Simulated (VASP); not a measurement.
Here is a VASP 6.6.1 calculation.

The input INCAR:

```
SYSTEM = P
PREC = Accurate ; ENCUT = 520
EDIFF = 1E-6 ; ISMEAR = 0
SIGMA = 0.05 ; LREAL = .FALSE.
LASPH = .TRUE. ; NELM = 80
ALGO = Normal ; ISIF = 2
LWAVE = .FALSE. ; LCHARG = .TRUE.
LELF = .TRUE. ; LVHAR = .TRUE.
NBANDS = 18
```

File KPOINTS:

```
regular mesh
0
G
  10 1 8
  0 0 0
```

POSCAR

```
P
1.0
    3.4665236214      0.0000000000      0.0000000000
    0.0000000000     36.7974240259      0.0000000000
    0.0000000000      0.0000000000      4.1564488800
P
4
Direct
    0.0000000000      0.9702614300      0.5921507200
    0.0000000000      0.0297385700      0.4078492800
    0.5000000000      0.0297385700      0.0921507200
    0.5000000000      0.9702614300      0.9078492800
```

Potentials or basis: VASP PAW LDA potentials, release 64 (P).

Run with:

```sh
$ cat potpaw_LDA.64/P/POTCAR > POTCAR
$ mpirun -np 1 vasp_std > vasp.out
```

**Question.** Predict the largest force.

**Answer.** 1.511 eV/Å.

**Question.** What does it give for the band gap on the k mesh?

**Answer.** 0.07 eV, indirect (least direct gap 0.18 eV).

Forces in eV/Å, atoms in the order of the input:
```
P    0.000  0.661 -1.358
P    0.000 -0.661  1.358
P    0.000 -0.661 -1.358
P    0.000  0.661  1.358
```
